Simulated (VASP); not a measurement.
# SnSe: single point with LDA

SnSe, a slab with vacuum:

```
Sn Se
1.0
     4.50414    0.00000    0.00000
     0.00000    3.87566    0.00000
     0.00000    0.00000   10.97962
Sn Se
2 2
Direct
  0.50000 0.00000 0.37816
  0.00000 0.50000 0.62184
  0.50000 0.00000 0.62178
  0.00000 0.50000 0.37822
```

This cell differs from its parent crystal: strain +0.0750 x Voigt [1, -1, 0, 0, 0, 0].

| Item | Value |
| --- | --- |
| Program | VASP 6.6.1 |
| Task | single point |
| Functional | LDA |
| Potentials or basis | VASP PAW LDA potentials, release 64 (Sn_d, Se) |
| Cutoff | 500 eV |
| k mesh | 6 × 6 × 4 |
| Occupations | gaussian, width 0.05 eV |
| Spin | no spin polarisation |
| Dipole correction | no |
| Further INCAR settings | ALGO = Normal; EDIFF = 1e-06; NBANDS = 28 |

- Largest force: 0.047 eV/Å
- Band gap on the k mesh: 0.46 eV, indirect (least direct gap 1.39 eV)

Forces on the atoms (eV/Å):
```
Sn   0.000  0.000  0.033
Sn   0.000  0.000 -0.033
Se   0.000  0.000 -0.047
Se   0.000  0.000  0.047
```

Levels at points of the mesh, in eV from the valence-band top:
```
           k point  band 17  band 18  band 19  band 20  band 21  band 22  band 23  band 24
(0.00, 0.00, 0.00)    -2.94    -2.69    -1.53    -0.96     1.19     3.39     3.52     4.46
(0.50, 0.00, 0.00)    -1.42    -1.42     0.00     0.00     1.72     1.72     2.37     2.37
(0.00, 0.50, 0.00)    -2.32    -2.32    -1.02    -1.02     0.46     0.46     1.12     1.12
(0.50, 0.50, 0.00)    -3.96    -3.96    -2.12    -2.12     3.28     3.28     4.13     4.13
(0.00, 0.00, 0.50)    -2.94    -2.69    -1.53    -0.97     1.06     3.52     4.39     4.46
(0.50, 0.00, 0.50)    -1.42    -1.42     0.00     0.00     1.72     1.72     2.31     2.31
(0.00, 0.50, 0.50)    -2.32    -2.32    -1.02    -1.02     0.46     0.46     1.12     1.12
(0.50, 0.50, 0.50)    -3.96    -3.96    -2.12    -2.12     3.25     3.25     4.16     4.16
```

It took 100 s on 1 thread of Intel(R) Xeon(R) 6975P-C (Granite Rapids), with other jobs on the host, peak memory 0.36 GiB.

Caveat: the cell differs from its parent crystal (strain +0.0750 x Voigt [1, -1, 0, 0, 0, 0]); spin-orbit coupling is left out, which moves the levels of the heavy elements.
